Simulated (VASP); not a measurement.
The system is Co.

```
CELL_PARAMETERS angstrom
2.28685 0.00000 0.00000
0.00000 2.28685 0.00000
0.00000 0.00000 2.28685
ATOMIC_POSITIONS crystal
Co 0.00000 0.00000 0.00000
```

This isn't the form of Co at room conditions, which is hcp.

| Item | Value |
| --- | --- |
| Program | VASP 6.6.1 |
| Task | relaxation of cell and atoms |
| Functional | RPBE |
| Potentials or basis | VASP PAW PBE potentials, release 64 (Co_sv) |
| Cutoff | 690 eV |
| k mesh | 14 × 14 × 14 |
| Occupations | fermi-dirac, width 0.05 eV |
| Spin | collinear spin, ferromagnetic start |
| Starting moments | [1.7] μB |

At the start: pressure 15.3 GPa; volume 11.96 Å³/atom.

How do energy, volume and symmetry change on relaxing?

Over 3 steps the energy falls by 49.9 meV/atom and the volume is 13.07 Å³/atom (+9.3 %); space group Pm-3m (No. 221, to 0.1 Å) before and after; moment 1.89 μB per cell.

The path:
| step | energy change (eV) | largest force (eV/Å) | pressure (GPa) | volume (Å³) |
| --- | --- | --- | --- | --- |
| 1 | 0.0000 | 0.0000 | 15.30 | 11.96 |
| 2 | -0.0185 | 0.0000 | -9.50 | 14.05 |
| 3 | -0.0499 | 0.0000 | -0.02 | 13.07 |

Final structure:
```
Co
1.0
     2.35566    0.00000    0.00000
     0.00000    2.35566    0.00000
     0.00000    0.00000    2.35566
Co
1
Direct
  0.00000 0.00000 0.00000
```

Caveat: the PAW data sets were made with another functional, which shifts forces and pressure a little.
